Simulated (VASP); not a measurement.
# MgSi (P4/mmm) in VASP: notebook

The runs below take MgSi through single point, with LDA.

Everything below comes from runs of VASP 6.6.1. Logs are shortened: lines on timing, memory, paths and dates and some standing lists are left out, and cuts for length are marked.

## (1) The cell of the first run

It takes space group P4/mmm (No. 123, tetragonal). The conventional cell has a = 3.070 Å, b = 3.070 Å, c = 3.682 Å, α = 90.00°, β = 90.00°, γ = 90.00°. Mg (site symmetry 4/mmm) has 8 Si at 2.85 Å and 6 Mg at 3.07 to 3.68 Å within 3.8 Å. Si (site symmetry 4/mmm) has 8 Mg at 2.85 Å and 6 Si at 3.07 to 3.68 Å within 3.8 Å.

## (2) Single point, LDA

INCAR reads:

```
PREC = Accurate
ENCUT = 520
EDIFF = 1E-6
ISMEAR = 0
SIGMA = 0.15
LREAL = False
LASPH = True
NELM = 60
ALGO = Normal
ISIF = 2
LWAVE = False
LCHARG = False
NBANDS = 10
```

KPOINTS reads:

```
Automatic mesh
0
Gamma
  18 18 14
```

POSCAR reads:

```
MgSi
1.0
    3.0702961271      0.0000000000      0.0000000000
    0.0000000000      3.0702961271      0.0000000000
    0.0000000000      0.0000000000      3.6820752698
Mg Si
1 1
Direct
    0.0000000000      0.0000000000      0.0000000000
    0.5000000000      0.5000000000      0.5000000000
```

Potentials or basis: VASP PAW LDA potentials, release 64 (Mg, Si).

Command:

```sh
cat potpaw_LDA.64/Mg/POTCAR potpaw_LDA.64/Si/POTCAR > POTCAR
mpirun -np 1 vasp_std > vasp.out
```

OUTCAR:

```text
PREC = Accurate
   ENCUT = 520
   EDIFF = 1E-6
   ISMEAR = 0
   LREAL = False
   LASPH = True
   NELM = 60
   ISIF = 2

 ion  position               nearest neighbor table
   1  0.000  0.000  0.000-   2 2.85   2 2.85   2 2.85   2 2.85   2 2.85   2 2.85   2 2.85   2 2.85

   2  0.500  0.500  0.500-   1 2.85   1 2.85   1 2.85   1 2.85   1 2.85   1 2.85   1 2.85   1 2.85

  LATTYP: Found a simple tetragonal cell.
 ALAT       =     3.0702961271
 C/A-ratio  =     1.1992573737

  Lattice vectors:

 A1 = (   3.0702961271,   0.0000000000,   0.0000000000)
 A2 = (   0.0000000000,   3.0702961271,   0.0000000000)
 A3 = (   0.0000000000,   0.0000000000,   3.6820752698)

Analysis of symmetry for initial positions (statically):
=====================================================================
 Subroutine PRICEL returns:
 Original cell was already a primitive cell.

 Routine SETGRP: Setting up the symmetry group for a
 simple tetragonal supercell.

 Subroutine GETGRP returns: Found 16 space group operations
 (whereof 16 operations were pure point group operations)
 out of a pool of 16 trial point group operations.

The static configuration has the point symmetry D_4h.

Analysis of symmetry for dynamics (positions and initial velocities):
=====================================================================
 Subroutine PRICEL returns:
 Original cell was already a primitive cell.

 Routine SETGRP: Setting up the symmetry group for a
 simple tetragonal supercell.

 Subroutine GETGRP returns: Found 16 space group operations
 (whereof 16 operations were pure point group operations)
 out of a pool of 16 trial point group operations.

The dynamic configuration has the point symmetry D_4h.

 Subroutine INISYM returns: Found 16 space group operations
 (whereof 16 operations are pure point group operations),
 and found     1 'primitive' translations

----------------------------------------------------------------------------------------

                                     Primitive cell

  volume of cell :      34.7099

  direct lattice vectors                    reciprocal lattice vectors
     3.070296127  0.000000000  0.000000000     0.325701482  0.000000000  0.000000000
     0.000000000  3.070296127  0.000000000     0.000000000  0.325701482  0.000000000
     0.000000000  0.000000000  3.682075270     0.000000000  0.000000000  0.271585974

  length of vectors
     3.070296127  3.070296127  3.682075270     0.325701482  0.325701482  0.271585974

  position of ions in fractional coordinates (direct lattice)
     0.000000000  0.000000000  0.000000000
     0.500000000  0.500000000  0.500000000

  ion indices of the primitive-cell ions
   primitive index   ion index
                 1           1
                 2           2

----------------------------------------------------------------------------------------

 KPOINTS: Automatic mesh

Automatic generation of k-mesh.
 Grid dimensions read from file:
 generate k-points for:   18   18   14

 Generating k-lattice:

  Cartesian coordinates                     Fractional coordinates (reciprocal lattice)
     0.018094527  0.000000000  0.000000000     0.055555556  0.000000000  0.000000000
     0.000000000  0.018094527  0.000000000     0.000000000  0.055555556  0.000000000
     0.000000000  0.000000000  0.019398998     0.000000000  0.000000000  0.071428571

  Length of vectors
     0.018094527  0.018094527  0.019398998

  Shift w.r.t. Gamma in fractional coordinates (k-lattice)
     0.000000000  0.000000000  0.000000000

 Subroutine IBZKPT returns following result:
 ===========================================

 Found    440 irreducible k-points:

 Following reciprocal coordinates:
            Coordinates               Weight
  0.000000  0.000000  0.000000      1.000000
  0.055556  0.000000  0.000000      4.000000
  0.111111  0.000000  0.000000      4.000000
  0.166667  0.000000  0.000000      4.000000
  0.222222  0.000000  0.000000      4.000000
  0.277778  0.000000  0.000000      4.000000
[... 16 lines left out ...]
  0.277778  0.111111  0.000000      8.000000
  0.333333  0.111111  0.000000      8.000000
 [... further k-points ...]
   k-points           NKPTS =    440   k-points in BZ     NKDIM =    440   number of bands    NBANDS=     10
   number of dos      NEDOS =    301   number of ions     NIONS =      2
   total plane-waves  NPLWV =  16128
   dimension x,y,z NGX =    24 NGY =   24 NGZ =   28
   dimension x,y,z NGXF=    48 NGYF=   48 NGZF=   56
   ions per type =               1   1
   NGX,Y,Z   is equivalent  to a cutoff of  13.00, 13.00, 12.64 a.u.
   NGXF,Y,Z  is equivalent  to a cutoff of  25.99, 25.99, 25.28 a.u.
 SYSTEM =  unknown system
   PREC   = accura    normal or accurate (medium, high low for compatibility)
   ISTART =      0    job   : 0-new  1-cont  2-samecut
   ICHARG =      2    charge: 1-file 2-atom 10-const
   ISPIN  =      1    spin polarized calculation?
   LNONCOLLINEAR =      F non collinear calculations
   LSORBIT =      F    spin-orbit coupling
   LASPH  =      T    aspherical Exc in radial PAW
   ENCUT  =  520.0 eV  38.22 Ry    6.18 a.u.   5.71  5.71  6.85*2*pi/ulx,y,z
   NELM   =     60;   NELMIN=  2; NELMDL= -5     # of ELM steps
   EDIFF  = 0.1E-05   stopping-criterion for ELM
   LREAL  =      F    real-space projection
   EDIFFG = 0.1E-04   stopping-criterion for IOM
   NSW    =      0    number of steps for IOM
   IBRION =     -1    ionic relax: 0-MD 1-quasi-New 2-CG
   NFREE  =      0    steps in history (QN), initial steepest desc. (CG)
   ISIF   =      2    stress and relaxation
   ISYM   =      2    0-nonsym 1-usesym 2-fastsym
   POTIM  = 0.5000    time-step for ionic-motion
   TEBEG  =    0.0;   TEEND  =   0.0 temperature during run
   PSTRESS=    0.0 pullay stress
   NELECT =       6.0000    total number of electrons
   NUPDOWN=      -1.0000    fix difference up-down
   EMIN   =  10.00;   EMAX   =-10.00  energy-range for DOS
   EFERMI =   0.00;   METHOD = LEGACY
   ISMEAR =     0;   SIGMA  =   0.15  broadening in eV -4-tet -1-fermi 0-gaus
   EFERMI_NEDOS =   21; number of points for ismear=-14 and -15
   IALGO  =     38    algorithm
   IMIX   =      4    mixing-type and parameters
     AMIX     =   0.40;   BMIX     =  1.00
     AMIX_MAG =   1.60;   BMIX_MAG =  1.00
  volume/ion in A,a.u.               =      17.35       117.12
  Fermi-wavevector in a.u.,A,eV,Ry     =   0.911957  1.723348 11.315488  0.831665
  Thomas-Fermi vector in A             =   2.036296
   LORBIT       =      0    0 simple, 1 ext, 2 COOP (PROOUT), +10 PAW based schemes
   GGA     = CA    functional components
   LHFCALC =     F    Hartree Fock is set to
   AEXX    =    0.0000 exact exchange contribution
   IVDW    =     0    specifies the selected vdW correction
   LEPSILON=     F    determine dielectric tensor
   LRPA    =     F    only Hartree local field effects (RPA)
 non-spin polarized calculation
 Gauss-broadening in eV      SIGMA  =   0.15
  energy-cutoff  :      520.00
  volume of cell :       34.71
 maximum number of plane-waves:       952
 NGX is ok and might be reduce to    24
   NGX = 11   NGY = 11   NGZ = 13

 number of electron       6.0000000 magnetization

 Free energy of the ion-electron system (eV)
  ---------------------------------------------------
  ext. energy  EPLUGINS =         0.00000000
  ---------------------------------------------------
  free energy    TOTEN  =        -7.63961166 eV

  energy without entropy =       -7.63092923  energy(sigma->0) =       -7.63527044

 E-fermi :   5.8778     XC(G=0): -10.0659

 val. band max:        5.8597601668   @ k =   0.2222   0.1667   0.5000
 cond. band min:       5.8810635655   @ k =   0.4444   0.2778   0.5000
 fundamental gap:      0.0213033987
 Fermi energy:         5.8777551246

 k-point     1 :       0.0000    0.0000    0.0000
  band No.  band energies     occupation
      1      -5.1221      2.00000
      2       4.8383      2.00000
      3       7.1327      0.00000
      4       8.8087      0.00000
      5       8.8087      0.00000
      6      10.4285      0.00000
      7      12.4170      0.00000
      8      18.2665      0.00000
      9      18.2665      0.00000
     10      19.5723      0.00000

 k-point     2 :       0.0556    0.0000    0.0000
  band No.  band energies     occupation
      1      -5.0760      2.00000
      2       4.8769      2.00000
      3       7.1748      0.00000
      4       8.0565      0.00000
      5       8.8443      0.00000
      6      10.9035      0.00000
      7      12.8063      0.00000
      8      17.5443      0.00000
      9      18.3106      0.00000
     10      19.3386      0.00000

 k-point     3 :       0.1111    0.0000    0.0000
  band No.  band energies     occupation
      1      -4.9382      2.00000
      2       4.9922      2.00000
      3       6.7655      0.00000
      4       7.3458      0.00000
      5       8.9504      0.00000
      6      11.3740      0.00000
      7      13.9011      0.00000
      8      16.3607      0.00000
      9      18.3478      0.00000
     10      18.4428      0.00000

 k-point     4 :       0.1667    0.0000    0.0000
  band No.  band energies     occupation
      1      -4.7100      2.00000
      2       5.1820      2.00000
      3       5.4837      1.99980
      4       7.5670      0.00000
      5       9.1242      0.00000
      6      11.7194      0.00000
      7      15.1465      0.00000
      8      15.2266      0.00000
      9      17.4637      0.00000
     10      18.6618      0.00000

 k-point     5 :       0.2222    0.0000    0.0000
  band No.  band energies     occupation
      1      -4.3940      2.00000
      2       4.2375      2.00000
      3       5.4421      1.99996
      4       7.8894      0.00000
      5       9.3601      0.00000
      6      12.0809      0.00000
      7      13.9835      0.00000
      8      15.6200      0.00000
      9      17.6015      0.00000
     10      17.8779      0.00000

 k-point     6 :       0.2778    0.0000    0.0000
  band No.  band energies     occupation
      1      -3.9952      2.00000
      2       3.0643      2.00000
      3       5.7642      1.71567
      4       8.2992      0.00000
      5       9.6480      0.00000
      6      12.4964      0.00000
      7      12.9068      0.00000
      8      14.8179      0.00000
      9      16.9188      0.00000
     10      18.4948      0.00000
[... 183 lines left out ...]
 k-point    21 :       0.1667    0.1111    0.0000
  band No.  band energies     occupation
      1      -4.5270      2.00000
      2       5.3367      2.00000
      3       5.6211      1.98448
      4       7.1940      0.00000
      5       7.7972      0.00000
      6      13.7389      0.00000
      7      15.2906      0.00000
      8      15.3788      0.00000
      9      16.8112      0.00000
     10      17.2693      0.00000

 k-point    22 :       0.2222    0.1111    0.0000
  band No.  band energies     occupation
      1      -4.2116      2.00000
      2       4.3966      2.00000
      3       5.5975      1.99176
      4       7.4503      0.00000
      5       8.1117      0.00000
      6      14.0696      0.00000
      7      14.1405      0.00000
      8      15.5723      0.00000
      9      16.2454      0.00000
     10      17.0727      0.00000

 k-point    23 :       0.2778    0.1111    0.0000
  band No.  band energies     occupation
      1      -3.8135      2.00000
      2       3.2311      2.00000
      3       5.9206      0.68650
      4       7.7831      0.00000
      5       8.5142      0.00000
      6      13.0650      0.00000
      7      14.2046      0.00000
      8      14.8448      0.00000
      9      15.4072      0.00000
     10      17.4184      0.00000

 k-point    24 :       0.3333    0.1111    0.0000
  band No.  band energies     occupation
      1      -3.3433      2.00000
      2       2.1559      2.00000
      3       6.2892      0.00010
      4       8.1672      0.00000
      5       8.9941      0.00000
      6      12.1025      0.00000
      7      13.7208      0.00000
      8      13.9943      0.00000
      9      15.2982      0.00000
     10      17.8239      0.00000

 [... further k-points ...]

------------------------ aborting loop because EDIFF is reached ----------------------------------------

  FORCE on cell =-STRESS in cart. coord.  units (eV):
  Direction    XX          YY          ZZ          XY          YZ          ZX
  --------------------------------------------------------------------------------------
  -------------------------------------------------------------------------------------
  Total       -0.7822480     -0.7822480      0.3695076      0.0000000      0.0000000      0.0000000
  in kB      -36.1078688    -36.1078688     17.0561424      0.0000000      0.0000000      0.0000000
  external PRESSURE =     -18.3865317 kB  Pullay stress =       0.0000000 kB

 VOLUME and BASIS-vectors are now :
 -----------------------------------------------------------------------------
  energy-cutoff  :      520.00
  volume of cell :       34.71
      direct lattice vectors                 reciprocal lattice vectors
     3.070296127  0.000000000  0.000000000     0.325701482  0.000000000  0.000000000
     0.000000000  3.070296127  0.000000000     0.000000000  0.325701482  0.000000000
     0.000000000  0.000000000  3.682075270     0.000000000  0.000000000  0.271585974

 POSITION                                       TOTAL-FORCE (eV/Angst)
 -----------------------------------------------------------------------------------
      0.00000      0.00000      0.00000         0.000000      0.000000      0.000000
      1.53515      1.53515      1.84104         0.000000      0.000000      0.000000
 -----------------------------------------------------------------------------------
    total drift:                               -0.000000     -0.000000     -0.000000

  FREE ENERGIE OF THE ION-ELECTRON SYSTEM (eV)
  ---------------------------------------------------
  free  energy   TOTEN  =        -7.6396116584 eV

  energy  without entropy=       -7.6309292289  energy(sigma->0) =       -7.63527044
```

Run time: 44 s. Hardware: 1 thread of AMD EPYC 9R45 (Zen 5), shared host; peak memory 0.24 GiB.

Results:

```
Free energy            : -7.6396 eV
Pressure               : -1.8 GPa
Band gap on the k mesh : zero (bands 3 and 4 overlap by 5.45 eV)
```

Stress tensor (GPa, compression positive):
```
-3.61  0.00  0.00
 0.00 -3.61  0.00
 0.00  0.00  1.71
```

Caveat: the stress differs along the axes, from -4 to 2 GPa.

(Continued in part 2 of 2.)

The gap in the log of VASP goes by the Fermi energy; the results here count the filled bands.